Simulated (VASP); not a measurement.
ScTlS3:

```xyz
5
Lattice="5.0892 0.0000 0.0000 0.0000 5.0892 0.0000 0.0000 0.0000 5.0892" Properties=species:S:1:pos:R:3 pbc="T T T"
Sc    0.0000    0.0000    0.0000
Tl    2.5446    2.5446    2.5446
S     2.5446    0.0000    0.0000
S     0.0000    2.5446    0.0000
S     0.0000    0.0000    2.5446
```

- Program: VASP 6.6.1
- Task: relaxation of cell and atoms
- Functional: PBE
- Potentials or basis: VASP PAW PBE potentials, release 64 (Sc_sv, Tl_d, S)
- Cutoff: 600 eV
- k mesh: 8 × 8 × 8
- Occupations: methfessel-paxton, width 0.1 eV
- Spin: no spin polarisation

At the start: pressure -1.4 GPa; volume 26.36 Å³/atom.

Problem. Where does the relaxation end?

Solution. Over 3 steps the energy falls by 3.7 meV/atom and the volume is 25.55 Å³/atom (-3.1 %); space group Pm-3m (No. 221, to 0.1 Å) before and after.

Step by step:
```
step  energy change (eV)  largest force (eV/Å)  pressure (GPa)  volume (Å³)
   1              0.0000                0.0000           -1.41       131.81
   2             -0.0184                0.0000            0.12       127.42
   3             -0.0185                0.0000            0.00       127.74
```

Final structure:
```
Sc Tl S
1.0
     5.03623    0.00000    0.00000
     0.00000    5.03623    0.00000
     0.00000    0.00000    5.03623
Sc Tl S
1 1 3
Direct
  0.00000 0.00000 0.00000
  0.50000 0.50000 0.50000
  0.50000 0.00000 0.00000
  0.00000 0.50000 0.00000
  0.00000 0.00000 0.50000
```
